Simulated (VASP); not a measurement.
Here is a VASP 6.6.1 calculation.

The input INCAR:

```
SYSTEM = Ir
PREC     = Accurate       ! precision mode
ENCUT    = 520            ! plane-wave cutoff, eV
EDIFF    = 1E-6           ! SCF threshold, eV
ISMEAR   = -1             ! smearing method
SIGMA    = 0.05           ! smearing width, eV
LREAL    = .False.        ! projectors in reciprocal space
LASPH    = .True.         ! aspherical terms in the spheres
NELM     = 80             ! most SCF steps
ALGO     = Normal         ! electronic algorithm
ISIF     = 2              ! what is computed and relaxed
LWAVE    = .False.        ! write WAVECAR
LCHARG   = .False.        ! write CHGCAR
GGA      = PS             ! functional
NBANDS   = 16             ! bands
```

The input KPOINTS:

```
Automatic mesh
0
Gamma
  11 11 6
  0 0 0
```

POSCAR

```
Ir
1.0
    2.7197077149      0.0000000000      0.0000000000
   -1.3598538574      2.3553359719      0.0000000000
    0.0000000000      0.0000000000      4.4079823624
Ir
2
Direct
    0.3333333333      0.6666666667      0.2500000000
    0.6666666667      0.3333333333      0.7500000000
```

Potentials or basis: VASP PAW PBE potentials, release 64 (Ir).

Command:

```sh
$ cat potpaw_PBE.64/Ir/POTCAR > POTCAR
$ mpirun -np 1 vasp_std > vasp.out
```

(1) What does it give for the pressure?

(2) Predict the band gap on the k mesh.

Results:

(1) 1.0 GPa.

(2) zero (band 9 reaches 11.39 eV, above the bottom of band 10 at 8.10 eV).

Caveat: the PAW data sets were made with another functional, which shifts forces and pressure a little; spin-orbit coupling is left out, which moves the levels of the heavy elements.
